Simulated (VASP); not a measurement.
# Rh (P6_3/mmc) in VASP: notebook

Runs on Rh. Level: LDA. Tasks: single point.

Everything below comes from runs of VASP 6.6.1. Logs are shortened: lines on timing, memory, paths and dates and some standing lists are left out, and cuts for length are marked.

### 1 The cell of the first run

Symmetry: P6_3/mmc, No. 194, hexagonal system. The conventional cell has a = 2.631 Å, b = 2.631 Å, c = 7.973 Å, α = 90.00°, β = 90.00°, γ = 120.00°. Within 3.3 Å of Rh (site symmetry -3m) lie 12 Rh at 2.51 to 2.63 Å. Rh (site symmetry -6m2) has 12 Rh at 2.51 to 2.63 Å within 3.3 Å.

This isn't the form of Rh at room conditions, which is fcc.

### 2 Single point, LDA

The input, INCAR:

```
SYSTEM = Rh
  PREC = Accurate
  ENCUT = 520
  EDIFF = 1E-6
  ISMEAR = 0
  SIGMA = 0.15
  LREAL = .FALSE.
  LASPH = .TRUE.
  NELM = 100
  ALGO = Fast
  ISIF = 2
  LWAVE = .FALSE.
  LCHARG = .TRUE.
  LELF = .TRUE.
  LVHAR = .TRUE.
  NBANDS = 38
```

The input, KPOINTS:

```
Automatic mesh
0
G
  18 18 6
  0 0 0
```

The input, POSCAR:

```
Rh
1.0
    2.6307000000      0.0000000000      0.0000000000
   -1.3153500000      2.2782530297      0.0000000000
    0.0000000000      0.0000000000      7.9735000000
Rh
4
Direct
    0.0000000000      0.0000000000      0.0000000000
    0.3333333333      0.6666666667      0.2500000000
    0.0000000000      0.0000000000      0.5000000000
    0.6666666667      0.3333333333      0.7500000000
```

Potentials or basis: VASP PAW LDA potentials, release 64 (Rh_pv).

The run is started by

```console
$ cat potpaw_LDA.64/Rh_pv/POTCAR > POTCAR
$ mpirun -np 1 vasp_std > vasp.out
```

OUTCAR:

```text
SYSTEM = Rh
   PREC = Accurate
   ENCUT = 520
   EDIFF = 1E-6
   ISMEAR = 0
   LREAL = .FALSE.
   LASPH = .TRUE.
   NELM = 100
   ISIF = 2

 ion  position               nearest neighbor table
   1  0.000  0.000  0.000-   2 2.51   4 2.51   2 2.51   4 2.51   4 2.51   2 2.51
   2  0.333  0.667  0.250-   1 2.51   3 2.51   1 2.51   3 2.51   1 2.51   3 2.51
   3  0.000  0.000  0.500-   2 2.51   4 2.51   2 2.51   4 2.51   4 2.51   2 2.51
   4  0.667  0.333  0.750-   1 2.51   3 2.51   1 2.51   3 2.51   1 2.51   3 2.51

  LATTYP: Found a hexagonal cell.
 ALAT       =     2.6307000000
 C/A-ratio  =     3.0309423347

  Lattice vectors:

 A1 = (   2.6307000000,   0.0000000000,   0.0000000000)
 A2 = (  -1.3153500000,   2.2782530297,   0.0000000000)
 A3 = (   0.0000000000,   0.0000000000,   7.9735000000)

Analysis of symmetry for initial positions (statically):
=====================================================================
 Subroutine PRICEL returns:
 Original cell was already a primitive cell.

 Routine SETGRP: Setting up the symmetry group for a
 hexagonal supercell.

 Subroutine GETGRP returns: Found 24 space group operations
 (whereof 12 operations were pure point group operations)
 out of a pool of 24 trial point group operations.

The static configuration has the point symmetry D_3d.
 The point group associated with its full space group is D_6h.

Analysis of symmetry for dynamics (positions and initial velocities):
=====================================================================
 Subroutine PRICEL returns:
 Original cell was already a primitive cell.

 Routine SETGRP: Setting up the symmetry group for a
 hexagonal supercell.

 Subroutine GETGRP returns: Found 24 space group operations
 (whereof 12 operations were pure point group operations)
 out of a pool of 24 trial point group operations.

The dynamic configuration has the point symmetry D_3d.
 The point group associated with its full space group is D_6h.

 Subroutine INISYM returns: Found 24 space group operations
 (whereof 12 operations are pure point group operations),
 and found     1 'primitive' translations

----------------------------------------------------------------------------------------

                                     Primitive cell

  volume of cell :      47.7884

  direct lattice vectors                    reciprocal lattice vectors
     2.630700000  0.000000000  0.000000000     0.380126962  0.219466404  0.000000000
    -1.315350000  2.278253030  0.000000000     0.000000000  0.438932808  0.000000000
     0.000000000  0.000000000  7.973500000     0.000000000  0.000000000  0.125415439

  length of vectors
     2.630700000  2.630700000  7.973500000     0.438932808  0.438932808  0.125415439

  position of ions in fractional coordinates (direct lattice)
     0.000000000  0.000000000  0.000000000
     0.333333333  0.666666667  0.250000000
     0.000000000  0.000000000  0.500000000
     0.666666667  0.333333333  0.750000000

  ion indices of the primitive-cell ions
   primitive index   ion index
                 1           1
                 2           2
                 3           3
                 4           4

----------------------------------------------------------------------------------------

 KPOINTS: Automatic mesh

Automatic generation of k-mesh.
 Grid dimensions read from file:
 generate k-points for:   18   18    6

 Generating k-lattice:

  Cartesian coordinates                     Fractional coordinates (reciprocal lattice)
     0.021118165  0.012192578  0.000000000     0.055555556  0.000000000  0.000000000
     0.000000000  0.024385156  0.000000000     0.000000000  0.055555556  0.000000000
     0.000000000  0.000000000  0.020902573     0.000000000  0.000000000  0.166666667

  Length of vectors
     0.024385156  0.024385156  0.020902573

  Shift w.r.t. Gamma in fractional coordinates (k-lattice)
     0.000000000  0.000000000  0.000000000

 Subroutine IBZKPT returns following result:
 ===========================================

 Found    148 irreducible k-points:

 Following reciprocal coordinates:
            Coordinates               Weight
  0.000000  0.000000  0.000000      1.000000
  0.055556  0.000000  0.000000      6.000000
  0.111111  0.000000  0.000000      6.000000
  0.166667  0.000000  0.000000      6.000000
  0.222222  0.000000  0.000000      6.000000
  0.277778  0.000000  0.000000      6.000000
[... 16 lines left out ...]
  0.333333  0.111111  0.000000     12.000000
  0.388889  0.111111  0.000000     12.000000
 [... further k-points ...]
   k-points           NKPTS =    148   k-points in BZ     NKDIM =    148   number of bands    NBANDS=     38
   number of dos      NEDOS =    301   number of ions     NIONS =      4
   total plane-waves  NPLWV =  24000
   dimension x,y,z NGX =    20 NGY =   20 NGZ =   60
   dimension x,y,z NGXF=    40 NGYF=   40 NGZF=  120
   ions per type =               4
   NGX,Y,Z   is equivalent  to a cutoff of  12.64, 12.64, 12.51 a.u.
   NGXF,Y,Z  is equivalent  to a cutoff of  25.28, 25.28, 25.02 a.u.
 SYSTEM =  Rh
   PREC   = accura    normal or accurate (medium, high low for compatibility)
   ISTART =      0    job   : 0-new  1-cont  2-samecut
   ICHARG =      2    charge: 1-file 2-atom 10-const
   ISPIN  =      1    spin polarized calculation?
   LNONCOLLINEAR =      F non collinear calculations
   LSORBIT =      F    spin-orbit coupling
   LASPH  =      T    aspherical Exc in radial PAW
   ENCUT  =  520.0 eV  38.22 Ry    6.18 a.u.   4.89  4.89 14.83*2*pi/ulx,y,z
   NELM   =    100;   NELMIN=  2; NELMDL= -5     # of ELM steps
   EDIFF  = 0.1E-05   stopping-criterion for ELM
   LREAL  =      F    real-space projection
   EDIFFG = 0.1E-04   stopping-criterion for IOM
   NSW    =      0    number of steps for IOM
   IBRION =     -1    ionic relax: 0-MD 1-quasi-New 2-CG
   NFREE  =      0    steps in history (QN), initial steepest desc. (CG)
   ISIF   =      2    stress and relaxation
   ISYM   =      2    0-nonsym 1-usesym 2-fastsym
   POTIM  = 0.5000    time-step for ionic-motion
   TEBEG  =    0.0;   TEEND  =   0.0 temperature during run
   PSTRESS=    0.0 pullay stress
   NELECT =      60.0000    total number of electrons
   NUPDOWN=      -1.0000    fix difference up-down
   EMIN   =  10.00;   EMAX   =-10.00  energy-range for DOS
   EFERMI =   0.00;   METHOD = LEGACY
   ISMEAR =     0;   SIGMA  =   0.15  broadening in eV -4-tet -1-fermi 0-gaus
   EFERMI_NEDOS =   21; number of points for ismear=-14 and -15
   IALGO  =     68    algorithm
   IMIX   =      4    mixing-type and parameters
     AMIX     =   0.40;   BMIX     =  1.00
     AMIX_MAG =   1.60;   BMIX_MAG =  1.00
  volume/ion in A,a.u.               =      11.95        80.62
  Fermi-wavevector in a.u.,A,eV,Ry     =   1.766110  3.337465 42.438552  3.119146
  Thomas-Fermi vector in A             =   2.833758
   LORBIT       =      0    0 simple, 1 ext, 2 COOP (PROOUT), +10 PAW based schemes
   GGA     = CA    functional components
   LHFCALC =     F    Hartree Fock is set to
   AEXX    =    0.0000 exact exchange contribution
   IVDW    =     0    specifies the selected vdW correction
   LEPSILON=     F    determine dielectric tensor
   LRPA    =     F    only Hartree local field effects (RPA)
 non-spin polarized calculation
 RMM-DIIS sequential band-by-band and
 Gauss-broadening in eV      SIGMA  =   0.15
  energy-cutoff  :      520.00
  volume of cell :       47.79
 maximum number of plane-waves:      1311
 NGX is ok and might be reduce to    20
   NGX =  9   NGY =  9   NGZ = 29

 number of electron      59.9999988 magnetization

 Free energy of the ion-electron system (eV)
  ---------------------------------------------------
  ext. energy  EPLUGINS =         0.00000000
  ---------------------------------------------------
  free energy    TOTEN  =       -33.71582391 eV

  energy without entropy =      -33.66441458  energy(sigma->0) =      -33.69011925

 E-fermi :  14.5715     XC(G=0): -15.2570

 val. band max:       14.5710002258   @ k =   0.1667   0.0000   0.3333
 cond. band min:      14.5735192646   @ k =   0.2222   0.0000   0.1667
 fundamental gap:      0.0025190389
 Fermi energy:        14.5715493352

 k-point     1 :       0.0000    0.0000    0.0000
  band No.  band energies     occupation
      1     -33.2461      2.00000
      2     -32.5690      2.00000
      3     -32.5640      2.00000
      4     -32.1330      2.00000
      5     -32.1330      2.00000
      6     -32.0344      2.00000
[... 30 lines left out ...]
     37      25.8108      0.00000
     38      28.7216      0.00000

 k-point     2 :       0.0556    0.0000    0.0000
  band No.  band energies     occupation
      1     -33.2341      2.00000
      2     -32.5768      2.00000
      3     -32.5709      2.00000
      4     -32.1547      2.00000
      5     -32.1413      2.00000
      6     -32.0459      2.00000
[... 30 lines left out ...]
     37      25.7780      0.00000
     38      28.9224      0.00000

 k-point     3 :       0.1111    0.0000    0.0000
  band No.  band energies     occupation
      1     -33.1988      2.00000
      2     -32.6024      2.00000
      3     -32.5934      2.00000
      4     -32.2152      2.00000
      5     -32.1645      2.00000
      6     -32.0800      2.00000
[... 30 lines left out ...]
     37      25.6799      0.00000
     38      29.4619      0.00000

 k-point     4 :       0.1667    0.0000    0.0000
  band No.  band energies     occupation
      1     -33.1427      2.00000
      2     -32.6513      2.00000
      3     -32.6348      2.00000
      4     -32.3037      2.00000
      5     -32.1991      2.00000
      6     -32.1425      2.00000
[... 30 lines left out ...]
     37      25.5274      0.00000
     38      30.0525      0.00000
[... 703 lines left out ...]
      4     -32.5984      2.00000
      5     -32.5436      2.00000
      6     -32.3646      2.00000
[... 30 lines left out ...]
     37      25.0511      0.00000
     38      26.0506      0.00000

 k-point    23 :       0.3333    0.1111    0.0000
  band No.  band energies     occupation
      1     -32.9837      2.00000
      2     -32.9627      2.00000
      3     -32.7100      2.00000
      4     -32.6704      2.00000
      5     -32.6228      2.00000
      6     -32.3952      2.00000
[... 30 lines left out ...]
     37      25.5625      0.00000
     38      25.6245      0.00000

 k-point    24 :       0.3889    0.1111    0.0000
  band No.  band energies     occupation
      1     -33.0318      2.00000
      2     -32.9993      2.00000
      3     -32.7200      2.00000
      4     -32.6703      2.00000
      5     -32.6085      2.00000
      6     -32.4154      2.00000
[... 30 lines left out ...]
     37      25.2497      0.00000
     38      25.3203      0.00000

 [... further k-points ...]

------------------------ aborting loop because EDIFF is reached ----------------------------------------

  FORCE on cell =-STRESS in cart. coord.  units (eV):
  Direction    XX          YY          ZZ          XY          YZ          ZX
  --------------------------------------------------------------------------------------
  -------------------------------------------------------------------------------------
  Total        9.8350099      9.8350099     21.9618599      0.0000000     -0.0000000     -0.0000000
  in kB      329.7335246    329.7335246    736.3044387      0.0000000     -0.0000000     -0.0000000
  external PRESSURE =     465.2571626 kB  Pullay stress =       0.0000000 kB

 VOLUME and BASIS-vectors are now :
 -----------------------------------------------------------------------------
  energy-cutoff  :      520.00
  volume of cell :       47.79
      direct lattice vectors                 reciprocal lattice vectors
     2.630700000  0.000000000  0.000000000     0.380126962  0.219466404  0.000000000
    -1.315350000  2.278253030  0.000000000     0.000000000  0.438932808  0.000000000
     0.000000000  0.000000000  7.973500000     0.000000000  0.000000000  0.125415439

 POSITION                                       TOTAL-FORCE (eV/Angst)
 -----------------------------------------------------------------------------------
      0.00000      0.00000      0.00000         0.000000      0.000000      0.000000
     -0.00000      1.51884      1.99337         0.000000      0.000000     -0.000000
      0.00000      0.00000      3.98675         0.000000      0.000000      0.000000
      1.31535      0.75942      5.98012        -0.000000     -0.000000     -0.000000
 -----------------------------------------------------------------------------------
    total drift:                                0.000000     -0.000000      0.000000

  FREE ENERGIE OF THE ION-ELECTRON SYSTEM (eV)
  ---------------------------------------------------
  free  energy   TOTEN  =       -33.7158239137 eV

  energy  without entropy=      -33.6644145810  energy(sigma->0) =      -33.69011925
```

It took 2.7 min on 1 thread of Intel Xeon 8259CL, shared host; peak memory 0.28 GiB.

What came out:

```yaml
Free_energy: -33.7158 eV
Pressure: 46.5 GPa
Band_gap_on_the_k_mesh: zero (bands 30 and 31 overlap by 2.32 eV)
```

Caveat: the stress differs along the axes, from 33 to 74 GPa.

### 3 Single point, LDA

This run uses another cell than the first one, of 12.05 Å³/atom.

The input, INCAR:

```
ALGO = Fast
EDIFF = 1E-6
ENCUT = 520
ISIF = 2
ISMEAR = 0
LASPH = True
LCHARG = False
LREAL = False
LWAVE = False
NBANDS = 38
NELM = 80
PREC = Accurate
SIGMA = 0.15
```

The input, KPOINTS:

```
k-points
0
Gamma
  18 18 6
```

The input, POSCAR:

```
Rh
1.0
    2.6041000000      0.0000000000      0.0000000000
   -1.3020500000      2.2552167540      0.0000000000
    0.0000000000      0.0000000000      8.2046000000
Rh
4
Direct
    0.0000000000      0.0000000000      0.0000000000
    0.3333333333      0.6666666667      0.2500000000
    0.0000000000      0.0000000000      0.5000000000
    0.6666666667      0.3333333333      0.7500000000
```

Potentials or basis: VASP PAW LDA potentials, release 64 (Rh_pv).

The run is started by

```console
$ cat potpaw_LDA.64/Rh_pv/POTCAR > POTCAR
$ mpirun -np 1 vasp_std > vasp.out
```

Wall time 3.3 min (1 thread of Intel Xeon 8259CL, shared host); peak memory 0.29 GiB.

Results (log left out):

| Quantity | Value |
| --- | --- |
| Free energy | -34.0558 eV |
| Pressure | 40.1 GPa |
| Band gap on the k mesh | zero (bands 30 and 31 overlap by 2.38 eV) |

Stress tensor (GPa, compression positive):
```
33.66  0.00  0.00
 0.00 33.66  0.00
 0.00  0.00 53.02
```

Levels at points of the mesh, in eV from the Fermi level:
```tsv
k point	band 28	band 29	band 30	band 31	band 32	band 33
(0.00, 0.00, 0.00)	-1.96	-1.96	-1.26	-1.26	-0.41	-0.41
(0.50, 0.00, 0.00)	0.65	0.81	0.91	1.06	1.09	1.12
(0.00, 0.00, 0.50)	-1.49	-1.49	-1.49	-1.12	-1.12	0.09
(0.50, 0.00, 0.50)	-0.14	0.54	0.54	0.89	0.89	3.19
```

Caveat: the stress differs along the axes, from 34 to 53 GPa.

### 4 Single point, LDA

This run uses another cell than the first one, of 12.80 Å³/atom.

The input, INCAR:

```
SYSTEM = Rh
  ALGO = Fast
  EDIFF = 1E-7
  ENCUT = 520
  ISIF = 2
  ISMEAR = 0
  LASPH = .TRUE.
  LCHARG = .FALSE.
  LREAL = .FALSE.
  LWAVE = .FALSE.
  NBANDS = 38
  NELM = 80
  PREC = Accurate
  SIGMA = 0.15
```

The input, KPOINTS:

```
k-points
0
G
  18 18 6
  0 0 0
```

The input, POSCAR:

```
Rh
1.0
    2.5775000000      0.0000000000      0.0000000000
   -1.2887500000      2.2321804783      0.0000000000
    0.0000000000      0.0000000000      8.8980000000
Rh
4
Direct
    0.0000000000      0.0000000000      0.0000000000
    0.3333333333      0.6666666667      0.2500000000
    0.0000000000      0.0000000000      0.5000000000
    0.6666666667      0.3333333333      0.7500000000
```

The run is started by

```console
$ cat potpaw_LDA.64/Rh_pv/POTCAR > POTCAR
$ mpirun -np 1 vasp_std > vasp.out
```

It took 3.9 min on 1 thread of Intel Xeon Platinum 8488C (Sapphire Rapids), shared host; peak memory 0.29 GiB.

Results (log left out):

| Property | Result |
| --- | --- |
| Free energy | -34.4506 eV |
| Pressure | 14.3 GPa |
| Band gap on the k mesh | zero (bands 30 and 31 overlap by 2.36 eV) |

Stress tensor (GPa, compression positive):
```
22.92  0.00  0.00
 0.00 22.92  0.00
 0.00  0.00 -2.97
```

Levels at points of the mesh, in eV from the Fermi level:
```tsv
k point	band 27	band 28	band 29	band 30	band 31	band 32	band 33	band 34
(0.00, 0.00, 0.00)	-3.01	-1.34	-1.34	-0.70	-0.70	-0.33	-0.33	0.03
(0.50, 0.00, 0.00)	0.57	0.94	0.94	1.04	1.09	1.17	1.35	2.36
(0.00, 0.00, 0.50)	-1.71	-1.71	-1.07	-1.07	-1.07	-1.07	0.13	0.13
(0.50, 0.00, 0.50)	-0.14	-0.14	0.97	0.97	1.14	1.14	3.15	3.15
```

Caveat: the stress differs along the axes, from -3 to 23 GPa.

### 5 Single point, LDA

This run uses another cell than the first one, of 12.79 Å³/atom.

The input, INCAR:

```
  PREC = Accurate
  ENCUT = 520
  EDIFF = 1E-6
  ISMEAR = 0
  SIGMA = 0.15
  LREAL = F
  LASPH = T
  NELM = 100
  ALGO = Fast
  ISIF = 2
  LWAVE = F
  LCHARG = F
  GGA = CA
  NBANDS = 38
```

The input, KPOINTS:

```
regular mesh
0
Gamma
  18 18 6
```

The input, POSCAR:

```
Rh
1.0
    2.6838000000      0.0000000000      0.0000000000
   -1.3419000000      2.3242389787      0.0000000000
    0.0000000000      0.0000000000      8.2046000000
Rh
4
Direct
    0.0000000000      0.0000000000      0.0000000000
    0.3333333333      0.6666666667      0.2500000000
    0.0000000000      0.0000000000      0.5000000000
    0.6666666667      0.3333333333      0.7500000000
```

The run is started by

```console
$ cat potpaw_LDA.64/Rh_pv/POTCAR > POTCAR
$ mpirun -np 1 vasp_std > vasp.out
```

It took 2.8 min on 1 thread of Intel Xeon Platinum 8488C (Sapphire Rapids), shared host; peak memory 0.29 GiB.

The run converged. Its results:

* Free energy: -34.4088 eV
* Pressure: 14.8 GPa
* Band gap on the k mesh: zero (bands 30 and 31 overlap by 2.07 eV)

Stress tensor (GPa, compression positive):
```
 5.55  0.00  0.00
 0.00  5.55  0.00
 0.00  0.00 33.41
```

Levels at points of the mesh, in eV from the Fermi level:
| k point | band 27 | band 28 | band 29 | band 30 | band 31 | band 32 | band 33 | band 34 |
| --- | --- | --- | --- | --- | --- | --- | --- | --- |
| (0.00, 0.00, 0.00) | -2.93 | -1.88 | -1.88 | -1.28 | -1.28 | -0.34 | -0.34 | 0.61 |
| (0.50, 0.00, 0.00) | 0.42 | 0.44 | 0.72 | 0.75 | 0.96 | 1.00 | 1.11 | 2.23 |
| (0.00, 0.00, 0.50) | -1.39 | -1.39 | -1.39 | -1.39 | -0.79 | -0.79 | 0.09 | 0.09 |
| (0.50, 0.00, 0.50) | -0.14 | -0.14 | 0.33 | 0.33 | 0.72 | 0.72 | 2.92 | 2.92 |

Caveat: the stress differs along the axes, from 6 to 33 GPa.

### 6 The runs side by side

| cell | further INCAR settings | gap on the mesh (eV) | pressure (GPa) |
| --- | --- | --- | --- |
| a = 2.631, b = 2.631, c = 7.973 Å, angles 90.0, 90.0, 120.0°, 4 atoms | ALGO = Fast; EDIFF = 1e-06; NBANDS = 38 | none | 46.5 |
| a = 2.604, b = 2.604, c = 8.205 Å, angles 90.0, 90.0, 120.0°, 4 atoms | ALGO = Fast; EDIFF = 1e-06; NBANDS = 38 | none | 40.1 |
| a = 2.578, b = 2.578, c = 8.898 Å, angles 90.0, 90.0, 120.0°, 4 atoms | ALGO = Fast; EDIFF = 1e-07; NBANDS = 38 | none | 14.3 |
| a = 2.684, b = 2.684, c = 8.205 Å, angles 90.0, 90.0, 120.0°, 4 atoms | ALGO = Fast; EDIFF = 1e-06; NBANDS = 38 | none | 14.8 |

Alike in all rows: task single point; level LDA; potentials or basis VASP PAW LDA potentials, release 64 (Rh_pv); no spin polarisation; k mesh 18 × 18 × 6; cutoff (eV) 520; smearing gaussian 0.15 eV.

Caveats: the stress differs along the axes, from 33 to 74 GPa (at least some runs); the stress differs along the axes, from 34 to 53 GPa (at least some runs); the stress differs along the axes, from -3 to 23 GPa (at least some runs); the stress differs along the axes, from 6 to 33 GPa (at least some runs).

Total energies depend on the potentials used, so only differences within one code and one set of settings carry meaning.
